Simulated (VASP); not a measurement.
A run of VASP 6.6.1 is set up as follows.

The input INCAR:

```
SYSTEM = TaAl4
PREC = Accurate ; ENCUT = 520
EDIFF = 1E-6 ; ISMEAR = 0
SIGMA = 0.1 ; LREAL = .FALSE.
LASPH = .TRUE. ; NELM = 60
ALGO = Fast ; ISIF = 2
LWAVE = .FALSE. ; LCHARG = .FALSE.
GGA = PE ; NBANDS = 34
```

File KPOINTS:

```
regular mesh
0
G
  4 4 4
  0 0 0
```

The input POSCAR:

```
TaAl4
1.0
    5.3755751905      0.0000000000      0.0000000000
    0.0000000000      5.3755751905      0.0000000000
    0.0000000000      0.0000000000      6.3855936471
Ta Al
2 8
Direct
    0.5000000000      0.5000000000      0.0000000000
    0.0000000000      0.0000000000      0.0000000000
    0.6888695697      0.8111304303      0.2998103881
    0.8111304303      0.3111304303      0.2998103881
    0.1888695697      0.3111304303      0.7001896119
    0.8111304303      0.6888695697      0.7001896119
    0.6888695697      0.1888695697      0.7001896119
    0.3111304303      0.8111304303      0.7001896119
    0.3111304303      0.1888695697      0.2998103881
    0.1888695697      0.6888695697      0.2998103881
```

Potentials or basis: VASP PAW PBE potentials, release 64 (Ta_pv, Al).

Launch:

```bash
$ cat potpaw_PBE.64/Ta_pv/POTCAR potpaw_PBE.64/Al/POTCAR > POTCAR
$ mpirun -np 1 vasp_std > vasp.out
```

Q: What does it give for the pressure?

A: 0.2 GPa.

Q: What does it give for the largest force?

A: 0.018 eV/Å.

Stress tensor (GPa, compression positive):
```
0.19 0.00 0.00
0.00 0.19 0.00
0.00 0.00 0.31
```
